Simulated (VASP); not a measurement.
The system is BeS.

```xyz
2
Lattice="0.0000 2.5442 2.5442 2.5442 0.0000 2.5442 2.5442 2.5442 0.0000" Properties=species:S:1:pos:R:3 pbc="T T T"
Be    0.0000    0.0000    0.0000
S     2.5442    2.5442    2.5442
```

| Property | Result |
| --- | --- |
| Program | VASP 6.6.1 |
| Task | relaxation of cell and atoms |
| Functional | PBE |
| Potentials or basis | VASP PAW PBE potentials, release 64 (Be, S) |
| Cutoff | 600 eV |
| k mesh | 6 × 6 × 6 |
| Occupations | gaussian, width 0.1 eV |
| Spin | no spin polarisation |

At the start: pressure -17.5 GPa; volume 16.47 Å³/atom.

Q: Where does the relaxation end?

A: Over 3 steps the energy falls by 278.7 meV/atom and the volume is 12.43 Å³/atom (-24.5 %); space group Fm-3m (No. 225, to 0.05 Å).

Step by step:
| step | energy change (eV) | largest force (eV/Å) | pressure (GPa) | volume (Å³) |
| --- | --- | --- | --- | --- |
| 1 | 0.0000 | 0.0000 | -17.53 | 32.94 |
| 2 | -0.5567 | 0.0000 | -0.99 | 25.07 |
| 3 | -0.5575 | 0.0000 | -0.04 | 24.85 |

Final structure:
```
Be S
1.0
     0.00000    2.31629    2.31629
     2.31629    0.00000    2.31629
     2.31629    2.31629    0.00000
Be S
1 1
Direct
  0.00000 0.00000 0.00000
  0.50000 0.50000 0.50000
```

Caveat: the volume moved by over 15 % at a fixed basis, so the end points are rough.
